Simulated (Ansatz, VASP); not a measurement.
Two plane-wave programs on Ti

The input INCAR:

```
SYSTEM = Ti
PREC     = Accurate       ! precision mode
ENCUT    = 500            ! plane-wave cutoff, eV
EDIFF    = 1E-6           ! SCF threshold, eV
ISMEAR   = -1             ! smearing method
SIGMA    = 0.1            ! smearing width, eV
LREAL    = .FALSE.        ! projectors in reciprocal space
LASPH    = .TRUE.         ! aspherical terms in the spheres
NELM     = 200            ! most SCF steps
ALGO     = Normal         ! electronic algorithm
ISIF     = 2              ! what is computed and relaxed
LWAVE    = .FALSE.        ! write WAVECAR
LCHARG   = .FALSE.        ! write CHGCAR
ISPIN    = 2              ! spin polarisation
MAGMOM   = 0              ! initial moments
LORBIT   = 11             ! projections on sites
LMAXMIX  = 4              ! l up to which the mixer works
GGA      = PE             ! functional
NBANDS   = 16             ! bands
GGA_COMPAT= .FALSE.
```

KPOINTS

```
Automatic mesh
0
G
  8 8 8
  0 0 0
```

POSCAR

```
Ti
1.0
    0.0000000000      1.9935000000      1.9935000000
    1.9935000000      0.0000000000      1.9935000000
    1.9935000000      1.9935000000      0.0000000000
Ti
1
Direct
    0.0000000000      0.0000000000      0.0000000000
```

Input for Ansatz:

```yaml
crystal:
  lattice:
    - [0, 1.9935, 1.9935]
    - [1.9935, 0, 1.9935]
    - [1.9935, 1.9935, 0]
  atoms:
    - { symbol: Ti, position: [0, 0, 0] }
kpoints:
  mp_grid: { grid: [8, 8, 8], shift: [0, 0, 0] }
hamiltonian:
  xc: pbe
  pseudopotentials: { kind: paw }
magnetization:
  spin_polarized: true
scf:
  occupations: { method: fermi_dirac }
```

Alike in both runs: task single point; functional PBE; k mesh 8 × 8 × 8; collinear spin.

|  | VASP | Ansatz |
| --- | --- | --- |
| version | VASP 6.6.1 | Ansatz 0.2 development build |
| potentials or method | VASP PAW PBE potentials, release 64 (Ti_sv) | PAW hard, scalar-relativistic |
| plane-wave cutoff (eV) | 500 | 740 |
| occupations | fermi-dirac, width 0.1 eV | fermi-dirac |

|  | VASP | Ansatz | Ansatz less VASP |
| --- | --- | --- | --- |
| net moment per atom (μB) | 0.00 | 0.00 | 0.000 |
